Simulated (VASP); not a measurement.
**SiC: single point with PBE**

SiC:

```
Si C
1.0
     0.00000    2.00008    2.26096
     2.00008    0.00000    2.26096
     2.00008    2.00008    0.00000
Si C
1 1
Direct
  0.00000 0.00000 0.00000
  0.75000 0.75000 0.75000
```

This cell differs from its parent crystal: strain -0.080 along x and y, +0.040 along z.

```yaml
Program: VASP 6.6.1
Task: single point
Functional: PBE
Potentials_or_basis: VASP PAW PBE potentials, release 64 (Si, C)
Cutoff: 520 eV
k_mesh: 12 × 12 × 12
Occupations: gaussian, width 0.05 eV
Spin: no spin polarisation
Dipole_correction: no
Further_INCAR_settings: ALGO = Normal; EDIFF = 1e-06; NBANDS = 11
```

- Pressure: 40.7 GPa
- Band gap on the k mesh: 0.46 eV, indirect (least direct gap 4.53 eV)

Stress tensor (GPa, compression positive):
```
54.73  0.00  0.00
 0.00 54.73  0.00
 0.00  0.00 12.65
```

Levels at points of the mesh, in eV from the valence-band top:
| k point | band 2 | band 3 | band 4 | band 5 | band 6 | band 7 |
| --- | --- | --- | --- | --- | --- | --- |
| (0.00, 0.00, 0.00) | -1.13 | -0.06 | -0.06 | 7.19 | 7.84 | 7.84 |
| (0.50, 0.00, 0.00) | -9.75 | -2.42 | -0.61 | 4.54 | 8.04 | 8.48 |
| (0.50, 0.50, 0.00) | -9.81 | -2.85 | -2.85 | 1.68 | 5.84 | 14.64 |
| (0.50, 0.00, 0.50) | -8.13 | -4.42 | -4.19 | 0.46 | 3.64 | 12.57 |

Wall time 20 s on 1 thread of Intel(R) Xeon(R) 6975P-C (Granite Rapids), on a shared host, peak memory 0.15 GiB.

Caveat: the cell differs from its parent crystal (strain -0.080 along x and y, +0.040 along z). A k mesh can miss the band edges.
